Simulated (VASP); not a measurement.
Here is a VASP 6.6.1 calculation.

File INCAR:

```
  PREC = Accurate
  ENCUT = 520
  EDIFF = 1E-6
  ISMEAR = 0
  SIGMA = 0.1
  LREAL = F
  LASPH = T
  NELM = 60
  ALGO = Normal
  ISIF = 2
  LWAVE = F
  LCHARG = T
  GGA = PE
  LELF = T
  LVHAR = T
  NBANDS = 22
```

Contents of KPOINTS:

```
Automatic mesh
0
Gamma
  12 12 8
```

Contents of POSCAR:

```
InGaN
1.0
    3.7371771316      0.0000000000      0.0000000000
   -1.8685885658      3.2364903344      0.0000000000
    0.0000000000      0.0000000000      6.2038826450
In Ga N
1 1 1
Direct
    0.0000000000      0.0000000000      0.0842822685
    0.0000000000      0.0000000000      0.6744699586
    0.0000000000      0.0000000000      0.3975018729
```

Potentials or basis: VASP PAW PBE potentials, release 64 (In_d, Ga_d, N).

Run with:

```console
$ cat potpaw_PBE.64/In_d/POTCAR potpaw_PBE.64/Ga_d/POTCAR potpaw_PBE.64/N/POTCAR > POTCAR
$ mpirun -np 1 vasp_std > vasp.out
```

Predict the pressure.

-0.2 GPa.

Estimate the largest force.

0.110 eV/Å.

Estimate the band gap on the k mesh.

zero (an odd number of electrons rules out a gap without spin polarisation).

Forces in eV/Å, atoms in the order of the input:
```
In   0.000  0.000  0.016
Ga   0.000  0.000 -0.110
N    0.000  0.000  0.093
```

Caveat: spin-orbit coupling is left out, which moves the levels of the heavy elements.
